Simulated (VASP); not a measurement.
# Sc4Te (P4/mmm) in VASP: single point with PBE

Aim: the single point of Sc4Te with PBE.

Program: VASP 6.6.1. These are calculated values, not measurements. Logs are shortened: lines on timing, memory, paths and dates and some standing lists are left out, and cuts for length are marked.

## (1) The cell of the first run

It takes space group P4/mmm (No. 123, tetragonal). The conventional cell has a = 5.232 Å, b = 5.232 Å, c = 3.838 Å, α = 90.00°, β = 90.00°, γ = 90.00°. Sc (site symmetry m2m) has 3 Sc at 2.15 to 2.19 Å within 2.9 Å. Within 4.5 Å of Te (site symmetry 4/mmm) lie 16 Sc at 3.42 Å and 2 Te at 3.84 Å.

## (2) Single point, PBE

INCAR

```
SYSTEM = Sc4Te
ALGO = Normal
EDIFF = 1E-6
ENCUT = 520
GGA = PE
ISIF = 2
ISMEAR = 0
LASPH = .True.
LCHARG = .False.
LREAL = .False.
LWAVE = .False.
NBANDS = 33
NELM = 60
PREC = Accurate
SIGMA = 0.1
```

KPOINTS

```
k-points
0
Gamma
  4 4 4
  0 0 0
```

POSCAR

```
Sc4Te
1.0
    5.2320535400      0.0000000000      0.0000000000
    0.0000000000      5.2320535400      0.0000000000
    0.0000000000      0.0000000000      3.8384647100
Sc Te
4 1
Direct
    0.7911426100      0.5000000000      0.5000000000
    0.2088573900      0.5000000000      0.5000000000
    0.5000000000      0.7911426100      0.5000000000
    0.5000000000      0.2088573900      0.5000000000
    0.0000000000      0.0000000000      0.0000000000
```

Potentials or basis: VASP PAW PBE potentials, release 64 (Sc_sv, Te).

Launch:

```sh
cat potpaw_PBE.64/Sc_sv/POTCAR potpaw_PBE.64/Te/POTCAR > POTCAR
mpirun -np 1 vasp_std > vasp.out
```

OUTCAR:

```text
SYSTEM = Sc4Te
   EDIFF = 1E-6
   ENCUT = 520
   GGA = PE
   ISIF = 2
   ISMEAR = 0
   LASPH = .True.
   LREAL = .False.
   NELM = 60
   PREC = Accurate

 ion  position               nearest neighbor table
   1  0.791  0.500  0.500-   3 2.15   4 2.15   2 2.19   2 3.05   5 3.42   5 3.42   5 3.42   5 3.42

   2  0.209  0.500  0.500-   3 2.15   4 2.15   1 2.19   1 3.05   5 3.42   5 3.42   5 3.42   5 3.42

   3  0.500  0.791  0.500-   1 2.15   2 2.15   4 2.19   4 3.05   5 3.42   5 3.42   5 3.42   5 3.42

   4  0.500  0.209  0.500-   1 2.15   2 2.15   3 2.19   3 3.05   5 3.42   5 3.42   5 3.42   5 3.42

   5  0.000  0.000  0.000-   1 3.42   2 3.42   3 3.42   4 3.42   1 3.42   2 3.42   3 3.42   4 3.42
                             1 3.42   2 3.42   1 3.42   2 3.42   3 3.42   4 3.42   3 3.42   4 3.42

  LATTYP: Found a simple tetragonal cell.
 ALAT       =     5.2320535400
 C/A-ratio  =     0.7336440043

  Lattice vectors:

 A1 = (   5.2320535400,   0.0000000000,   0.0000000000)
 A2 = (   0.0000000000,   5.2320535400,   0.0000000000)
 A3 = (   0.0000000000,   0.0000000000,   3.8384647100)

Analysis of symmetry for initial positions (statically):
=====================================================================
 Subroutine PRICEL returns:
 Original cell was already a primitive cell.

 Routine SETGRP: Setting up the symmetry group for a
 simple tetragonal supercell.

 Subroutine GETGRP returns: Found 16 space group operations
 (whereof 16 operations were pure point group operations)
 out of a pool of 16 trial point group operations.

The static configuration has the point symmetry D_4h.

Analysis of symmetry for dynamics (positions and initial velocities):
=====================================================================
 Subroutine PRICEL returns:
 Original cell was already a primitive cell.

 Routine SETGRP: Setting up the symmetry group for a
 simple tetragonal supercell.

 Subroutine GETGRP returns: Found 16 space group operations
 (whereof 16 operations were pure point group operations)
 out of a pool of 16 trial point group operations.

The dynamic configuration has the point symmetry D_4h.

 Subroutine INISYM returns: Found 16 space group operations
 (whereof 16 operations are pure point group operations),
 and found     1 'primitive' translations

----------------------------------------------------------------------------------------
[... 92 lines left out ...]
   EDIFF  = 0.1E-05   stopping-criterion for ELM
   LREAL  =      F    real-space projection
   EDIFFG = 0.1E-04   stopping-criterion for IOM
   NSW    =      0    number of steps for IOM
   IBRION =     -1    ionic relax: 0-MD 1-quasi-New 2-CG
   NFREE  =      0    steps in history (QN), initial steepest desc. (CG)
   ISIF   =      2    stress and relaxation
   ISYM   =      2    0-nonsym 1-usesym 2-fastsym
   POTIM  = 0.5000    time-step for ionic-motion
   TEBEG  =    0.0;   TEEND  =   0.0 temperature during run
   PSTRESS=    0.0 pullay stress
   NELECT =      50.0000    total number of electrons
   NUPDOWN=      -1.0000    fix difference up-down
   EMIN   =  10.00;   EMAX   =-10.00  energy-range for DOS
   EFERMI =   0.00;   METHOD = LEGACY
   ISMEAR =     0;   SIGMA  =   0.10  broadening in eV -4-tet -1-fermi 0-gaus
   EFERMI_NEDOS =   21; number of points for ismear=-14 and -15
   IALGO  =     38    algorithm
   IMIX   =      4    mixing-type and parameters
     AMIX     =   0.40;   BMIX     =  1.00
     AMIX_MAG =   1.60;   BMIX_MAG =  1.00
  volume/ion in A,a.u.               =      21.02       141.82
  Fermi-wavevector in a.u.,A,eV,Ry     =   1.278098  2.415255 22.225590  1.633535
  Thomas-Fermi vector in A             =   2.410660
   LORBIT       =      0    0 simple, 1 ext, 2 COOP (PROOUT), +10 PAW based schemes
   GGA     = PE    functional components
   LHFCALC =     F    Hartree Fock is set to
   AEXX    =    0.0000 exact exchange contribution
   IVDW    =     0    specifies the selected vdW correction
   LEPSILON=     F    determine dielectric tensor
   LRPA    =     F    only Hartree local field effects (RPA)
 non-spin polarized calculation
 Gauss-broadening in eV      SIGMA  =   0.10
  energy-cutoff  :      520.00
  volume of cell :      105.08
 maximum number of plane-waves:      2860
 NGX is ok and might be reduce to    40
   NGX = 19   NGY = 19   NGZ = 15

 number of electron      49.9999993 magnetization

 Free energy of the ion-electron system (eV)
  ---------------------------------------------------
  ext. energy  EPLUGINS =         0.00000000
  ---------------------------------------------------
  free energy    TOTEN  =       -18.68007492 eV

  energy without entropy =      -18.61788985  energy(sigma->0) =      -18.64898239

 E-fermi :   6.1907     XC(G=0): -10.4213

 val. band max:        6.1698643191   @ k =   0.0000   0.0000   0.2500
 cond. band min:       6.2023448722   @ k =   0.2500   0.2500   0.2500
 fundamental gap:      0.0324805531
 Fermi energy:         6.1906711170

 k-point     1 :       0.0000    0.0000    0.0000
  band No.  band energies     occupation
      1     -43.5963      2.00000
      2     -42.3864      2.00000
      3     -42.3864      2.00000
      4     -42.3222      2.00000
      5     -24.2177      2.00000
      6     -22.9808      2.00000
[... 637 lines left out ...]
     32       9.0411      0.00000
     33       9.2842      0.00000

------------------------ aborting loop because EDIFF is reached ----------------------------------------

  FORCE on cell =-STRESS in cart. coord.  units (eV):
  Direction    XX          YY          ZZ          XY          YZ          ZX
  --------------------------------------------------------------------------------------
  -------------------------------------------------------------------------------------
  Total       18.0910195     18.0910195     -6.5007508      0.0000000      0.0000000      0.0000000
  in kB      275.8491906    275.8491906    -99.1224868      0.0000000      0.0000000      0.0000000
  external PRESSURE =     150.8586315 kB  Pullay stress =       0.0000000 kB

 VOLUME and BASIS-vectors are now :
 -----------------------------------------------------------------------------
  energy-cutoff  :      520.00
  volume of cell :      105.08
      direct lattice vectors                 reciprocal lattice vectors
     5.232053540  0.000000000  0.000000000     0.191129543  0.000000000  0.000000000
     0.000000000  5.232053540  0.000000000     0.000000000  0.191129543  0.000000000
     0.000000000  0.000000000  3.838464710     0.000000000  0.000000000  0.260520827

 POSITION                                       TOTAL-FORCE (eV/Angst)
 -----------------------------------------------------------------------------------
      4.13930      2.61603      1.91923         1.689794      0.000000      0.000000
      1.09275      2.61603      1.91923        -1.689794      0.000000      0.000000
      2.61603      4.13930      1.91923         0.000000      1.689794     -0.000000
      2.61603      1.09275      1.91923        -0.000000     -1.689794      0.000000
      0.00000      0.00000      0.00000         0.000000      0.000000      0.000000
 -----------------------------------------------------------------------------------
    total drift:                                0.000000      0.000000     -0.000000

  FREE ENERGIE OF THE ION-ELECTRON SYSTEM (eV)
  ---------------------------------------------------
  free  energy   TOTEN  =       -18.6800749244 eV

  energy  without entropy=      -18.6178898545  energy(sigma->0) =      -18.64898239
```

Run time: 1.8 min. Hardware: 1 thread of Intel Xeon 8259CL, shared host; peak memory 0.23 GiB.

Results:

```
Free energy            : -18.6801 eV
Pressure               : 15.1 GPa
Largest force          : 1.690 eV/Å
Band gap on the k mesh : zero (band 25 reaches 6.64 eV, above the bottom of band 26 at 5.99 eV)
```

Forces in eV/Å, atoms in the order of the input:
```
Sc   1.690  0.000  0.000
Sc  -1.690  0.000  0.000
Sc   0.000  1.690  0.000
Sc   0.000 -1.690  0.000
Te   0.000  0.000  0.000
```

Stress tensor (GPa, compression positive):
```
27.58  0.00  0.00
 0.00 27.58  0.00
 0.00  0.00 -9.91
```

Levels at points of the mesh, in eV from the Fermi level:
```tsv
k point	band 23	band 24	band 25	band 26	band 27	band 28
(0.00, 0.00, 0.00)	-0.62	-0.52	-0.05	0.49	0.49	0.61
(0.50, 0.00, 0.00)	-0.68	-0.37	-0.26	-0.08	-0.04	0.29
(0.50, 0.50, 0.00)	-1.06	0.45	0.45	0.55	0.55	0.79
(0.00, 0.00, 0.50)	-0.41	-0.32	-0.32	-0.09	0.24	1.27
(0.50, 0.00, 0.50)	-1.07	-0.64	-0.51	-0.20	0.45	0.76
(0.50, 0.50, 0.50)	-0.60	-0.38	-0.09	-0.09	0.03	0.03
```

Caveat: the k points lie up to 0.41 Å⁻¹ apart; spin-orbit coupling is left out, which moves the levels of the heavy elements; forces of over 1 eV/Å act on the atoms, so gaps and moduli don't describe the material at rest.
